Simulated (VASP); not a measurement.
Te2Mo, a slab with vacuum:

```
Te Mo
1.0
     6.36161    0.00000    0.00000
     0.00000    3.48040    0.00000
    -0.08574    0.00000   36.17589
Te Mo
4 2
Direct
  0.42925 0.75000 0.54070
  0.57075 0.25000 0.45930
  0.92085 0.25000 0.55653
  0.07915 0.75000 0.44347
  0.18135 0.25000 0.49747
  0.81865 0.75000 0.50253
```

Base run:

* Program: VASP 6.6.1
* Functional: PBE
* Potentials or basis: VASP PAW PBE potentials, release 64 (Te, Mo_sv)
* Cutoff: 520 eV
* k mesh: 3 × 6 × 1
* Occupations: fermi-dirac, width 0.05 eV
* Spin: no spin polarisation
* Hubbard terms: Mo d U = 6.0 eV

Its results: band gap on the k mesh 0.18 eV (least direct gap 0.58 eV); largest force 0.601 eV/Å.

**Question.** The run is repeated on the same cell with these changes: hubbard terms from Mo d U = 6.0 eV to Mo d U = 8.0 eV; further incar settings from ALGO = Normal; EDIFF = 1e-07; NBANDS = 35 to ALGO = Normal; EDIFF = 1e-06; NBANDS = 35. What comes out?

**Answer.** Band gap on the k mesh 0.31 eV; largest force 0.836 eV/Å.

Caveats: there is no dipole correction, which matters where the two faces differ; semilocal functionals underestimate gaps, and a narrow one can read as zero; spin-orbit coupling is left out, which moves the levels of the heavy elements; the U is typed as a test and isn't derived for this compound.

A k mesh can miss the band edges.
